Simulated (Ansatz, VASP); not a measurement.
**One calculation of In2O3, two programs**

```
In O
1.0
     3.41981    0.00000    0.00000
    -1.70991    2.96165    0.00000
     0.00000    0.00000    6.09637
In O
2 3
Cartesian
  0.0000 1.9744 1.4453
  1.7099 0.9872 4.6511
  0.0000 0.0000 0.0000
  0.0000 1.9744 3.9885
  1.7099 0.9872 2.1079
```

Alike in both runs: task single point; functional PBE; k mesh 12 × 12 × 4; occupations fermi-dirac, width 0.02 eV; no spin polarisation.

|  | VASP | Ansatz |
| --- | --- | --- |
| version | VASP 6.6.1 | Ansatz 0.2.0 |
| potentials or method | VASP PAW PBE potentials, release 64 (In_d, O) | plane waves, PAW |
| plane-wave cutoff (eV) | 520 | 420 |
| valence electrons in the cell | 44 | 44 |

|  | VASP | Ansatz | Ansatz less VASP |
| --- | --- | --- | --- |
| gap on the k mesh at the Fermi level (eV) | 0.77 | 0.79 | +0.016 |
| pressure (GPa) | 7.1 | 6.6 | -0.51 |
| traceless stress, the component that is largest in VASP (GPa) | -1.31 | -0.98 | +0.338 |
| rms of the force components (eV/Å) | 0.100 | 0.094 | -0.0059 |

Atom by atom the forces differ by 0.007 eV/Å (rms over components). With one functional, cell and mesh, what is left measures potentials, basis and numerics.
